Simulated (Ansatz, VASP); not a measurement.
# Two plane-wave programs on BeTe

```xyz
2
Lattice="0.0000 2.7326 2.7326 2.7326 0.0000 2.7326 2.7326 2.7326 0.0000" Properties=species:S:1:pos:R:3 pbc="T T T"
Te    4.0988    4.0988    4.0988
Be    0.0000    0.0000    0.0000
```

Alike in both runs: task single point; functional B3LYP; k mesh 4 × 4 × 4; occupations fermi-dirac, width 0.05 eV; no spin polarisation.

|  | VASP | Ansatz |
| --- | --- | --- |
| version | VASP 6.6.1 | Ansatz 0.2.0 |
| potentials or method | VASP PAW PBE potentials, release 64 (Te, Be) | Ansatz PAW |
| plane-wave cutoff (eV) | 520 | 420 |
| valence electrons in the cell | 8 | 18 |

VASP gave:

```
gap on the k mesh at the Fermi level (eV) : 3.13
least direct gap on the mesh (eV)         : 4.93
pressure (GPa)                            : 9.7
```

Which values does Ansatz return?

gap on the k mesh at the Fermi level (eV): 3.13; least direct gap on the mesh (eV): 4.91; pressure (GPa): 9.7.

VASP's potentials were made for PBE, not for B3LYP. VASP's potentials hold 8 valence electrons a cell and Ansatz's 18, so a difference there can come from the potentials and not from the codes.

The k mesh is coarse, so the values compare programs but aren't converged. Spin-orbit coupling is off throughout.
